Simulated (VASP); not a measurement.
CoO:

```
Co O
1.0
     0.00000    2.16283   -2.16283
     0.00000    2.16283    2.16283
     4.32565    0.00000    0.00000
Co O
2 2
Direct
  0.00000 0.00000 0.00000
  0.50000 0.50000 0.50000
  0.00000 0.00000 0.50000
  0.50000 0.50000 0.00000
```

Base run:

| Property | Result |
| --- | --- |
| Program | VASP 6.6.1 |
| Functional | PBE |
| Potentials or basis | VASP PAW PBE potentials, release 64 (Co, O) |
| Cutoff | 520 eV |
| k mesh | 8 × 8 × 6 |
| Occupations | gaussian, width 0.05 eV |
| Spin | collinear spin, antiferromagnetic start |
| Starting moments | [3.0, -3.0, 0.0, 0.0] μB |
| Hubbard terms | Co d U = 3.3 eV |

Its results: band gap on the k mesh 0.29 eV; pressure -3.1 GPa; net moment 0.00 μB per cell; site moments Co +2.75, -2.75; O -0.11, +0.11 μB.

Question: The run is repeated on the same cell with these changes: k mesh from 8 × 8 × 6 to 5 × 5 × 3; further incar settings from ALGO = Normal; EDIFF = 1e-07; NBANDS = 27 to ALGO = Normal; EDIFF = 1e-06; NBANDS = 27. What comes out?

Answer: Band gap on the k mesh 0.72 eV; pressure -3.1 GPa; net moment 0.00 μB per cell; site moments Co +2.75, -2.75; O -0.11, +0.11 μB.

Caveats: some runs use coarse meshes; the cell stands under tension (at least some runs); an odd mesh through Γ misses points on the zone boundary, where band edges can lie (at least some runs).
